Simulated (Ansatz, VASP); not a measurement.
C: VASP beside Ansatz

The input POSCAR:

```
C
1.0
    2.1273203072     -1.2282824400      0.0000000000
    2.1273203072      1.2282824400      0.0000000000
   -1.3790696309      0.0000000000      3.5028300786
C
2
Direct
    0.1666444700      0.1666444700      0.9999069600
    0.8333555300      0.8333555300      0.0000930400
```

File INCAR.step1:

```
PREC = Accurate
ENCUT = 520
EDIFF = 1E-5
ISMEAR = -1
SIGMA = 0.05
LREAL = False
LASPH = True
NELM = 80
ALGO = Normal
ISIF = 2
LWAVE = True
LCHARG = False
GGA = PE
NBANDS = 11
```

Contents of INCAR.step2:

```
PREC = Accurate
ENCUT = 520
EDIFF = 1E-7
ISMEAR = -1
SIGMA = 0.05
LREAL = False
LASPH = True
NELM = 80
ALGO = Normal
ISIF = 2
LWAVE = False
LCHARG = False
GGA = PE
LHFCALC = True
AEXX = 0.25
PRECFOCK = Normal
ISTART = 1
NBANDS = 11
```

KPOINTS

```
regular mesh
0
Gamma
  8 8 4
```

File input.yaml:

```yaml
crystal:
  lattice:
    - [2.1273203072, -1.22828244, 0.0]
    - [2.1273203072, 1.22828244, 0.0]
    - [-1.3790696309, 0.0, 3.5028300786]
  atoms:
    - { symbol: C, position: [0.16664447, 0.16664447, 0.99990696] }
    - { symbol: C, position: [0.83335553, 0.83335553, 9.304e-05] }
hamiltonian:
  xc: pbe0
  pseudopotentials: { kind: paw }
kpoints:
  mp_grid: { grid: [8, 8, 4] }
  band_path:
    path:
      - [[0.0, 0.0, 0.0], [0.5, 0.5, -1.0], [0.4123194886, 0.4123194886, -1.119026649], [0.5, 0.5, -0.5], [0.6935932999, 0.3064067001, -0.5]]
      - [[0.3064067001, -0.3064067001, 0.5], [0.0, 0.0, 0.5], [0.5876805114, 0.5876805114, 0.119026649]]
      - [[0.5, 0.5, -1.0], [0.6104897536, 0.3895102464, -1.0]]
      - [[0.3895102464, -0.3895102464, 0.0], [0.0, 0.0, 0.0], [0.5, 0.0, -0.5]]
      - [[0.5, 0.0, 0.0], [0.0, 0.0, 0.0]]
    npoints: 4
scf:
  occupations: { method: fermi_dirac, width: 0.05 }
  n_extra_bands: 6
output:
  forces: true
  stress: true
  eigenvalues: true
  fatbands: false
```

Alike in both runs: functional PBE0; k mesh 8 × 8 × 4; occupations fermi-dirac, width 0.05 eV; no spin polarisation.

|  | VASP | Ansatz |
| --- | --- | --- |
| version | VASP 6.6.1 | Ansatz 0.2.0 |
| potentials or method | VASP PAW PBE potentials, release 64 (C) | Ansatz PAW |
| plane-wave cutoff (eV) | 520 | 420 |
| valence electrons in the cell | 8 | 8 |
| task | single point | band structure |

VASP gave:

- gap on the k mesh at the Fermi level (eV): 2.69
- pressure (GPa): -1.5
- traceless stress, the component that is largest in VASP (GPa): 2.86
- rms of the force components (eV/Å): 0.005

Problem. Which values does Ansatz return?

Solution. gap on the k mesh at the Fermi level (eV): 2.63; pressure (GPa): -2.0; traceless stress, the component that is largest in VASP (GPa): 3.55; rms of the force components (eV/Å): 0.005.

Atom by atom the forces differ by 0.000 eV/Å (rms over components). The functional is the same, so the differences come from potentials, cutoffs and numerics.

The k mesh is coarse, so the values compare programs but aren't converged.
